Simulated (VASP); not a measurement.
Runs of VASP 6.6.1 on BN (d3). The structure is that of space group F-43m (No. 216), or close to it. The cells are those of the table. 

| task | cell | k mesh | smearing | gap on the mesh (eV) | pressure (GPa) |
| --- | --- | --- | --- | --- | --- |
| single point | a = 2.575 Å, angles 60.0°, 2 atoms | 12 × 12 × 12 | gaussian 0.02 eV | 4.44 | -10.7 |
| single point | a = 2.556 Å, angles 60.0°, 2 atoms | 8 × 8 × 8 | gaussian 0.1 eV | 4.46 | -2.7 |
| single point | a = 2.600 Å, angles 60.0°, 2 atoms | 12 × 12 × 12 | gaussian 0.02 eV | (c) | (b) |
| single point | a = 2.625 Å, angles 60.0°, 2 atoms | 12 × 12 × 12 | gaussian 0.02 eV | 4.37 | -28.2 |
| single point | a = 2.498 Å, angles 60.0°, 2 atoms | 12 × 12 × 12 | gaussian 0.02 eV | 4.53 | 26.6 |
| single point | a = 2.524 Å, angles 60.0°, 2 atoms | 12 × 12 × 12 | gaussian 0.02 eV | 4.50 | (d) |
| single point | a = 2.550 Å, angles 60.0°, 2 atoms | 12 × 12 × 12 | gaussian 0.02 eV | (a) | 0.0 |

Alike in all rows: level PBE+D3(BJ); potentials or basis VASP PAW PBE potentials, release 64 (B, N); no spin polarisation; cutoff (eV) 600.

Task: Fill in the values left out.

Result: (a) 4.47; (b) -20.1; (c) 4.40; (d) 12.4.

A k mesh can miss the band edges.
